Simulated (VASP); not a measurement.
Here is a VASP 6.6.1 calculation.

INCAR

```
SYSTEM = Au
PREC = Accurate ; ENCUT = 520
EDIFF = 1E-8 ; ISMEAR = -1
SIGMA = 0.03 ; LREAL = .False.
LASPH = .True. ; NELM = 60
ALGO = Normal ; ISIF = 2
LWAVE = .False. ; LCHARG = .False.
GGA = CA ; LEFG = .True.
NBANDS = 18
```

Contents of KPOINTS:

```
regular mesh
0
Gamma
  14 14 8
  0 0 0
```

File POSCAR:

```
Au
1.0
    2.9381606606      0.0000000000      0.0000000000
   -1.4690803303      2.5445217725      0.0000000000
    0.0000000000      0.0000000000      4.9442178906
Au
2
Direct
    0.3333333333      0.6666666667      0.7500000000
    0.6666666667      0.3333333333      0.2500000000
```

Potentials or basis: VASP PAW LDA potentials, release 64 (Au).

Run with:

```bash
$ cat potpaw_LDA.64/Au/POTCAR > POTCAR
$ mpirun -np 1 vasp_std > vasp.out
```

Problem. Estimate the pressure.

Solution. -14.7 GPa.

Problem. Estimate the band gap on the k mesh.

Solution. Zero (bands 11 and 12 overlap by 6.09 eV).

Electric field gradients, principal values (V/Å²):
```csv
atom,least,middle,greatest (by size)
1 Au,-9.457,-9.457,18.915
2 Au,-9.457,-9.457,18.915
```

Caveat: the cell stands under tension; without QUAD_EFG the Cq values of the log hold for a quadrupole moment of 1 mb, not for the nuclei; spin-orbit coupling is left out, which moves the levels of the heavy elements.
